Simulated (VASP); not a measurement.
Here is a VASP 6.6.1 calculation.

File INCAR:

```
SYSTEM = NbTe
PREC = Accurate
ENCUT = 520
EDIFF = 1E-7
ISMEAR = -1
SIGMA = 0.1
LREAL = .FALSE.
LASPH = .TRUE.
NELM = 80
ALGO = Normal
ISIF = 2
LWAVE = .FALSE.
LCHARG = .FALSE.
GGA = PS
NBANDS = 16
```

KPOINTS

```
regular mesh
0
G
  12 12 12
  0 0 0
```

The input POSCAR:

```
NbTe
1.0
    2.7219124192      0.0000000000      0.0000000000
    0.0000000000      2.7219124192      0.0000000000
    0.0000000000      0.0000000000      2.7219124192
Nb Te
1 1
Direct
    0.0000000000      0.0000000000      0.0000000000
    0.5000000000      0.5000000000      0.5000000000
```

Potentials or basis: VASP PAW PBE potentials, release 64 (Nb_sv, Te).

Run with:

```bash
$ cat potpaw_PBE.64/Nb_sv/POTCAR potpaw_PBE.64/Te/POTCAR > POTCAR
$ mpirun -np 1 vasp_std > vasp.out
```

Problem. Estimate the pressure.

Solution. 407.3 GPa.

Caveat: the PAW data sets were made with another functional, which shifts forces and pressure a little.
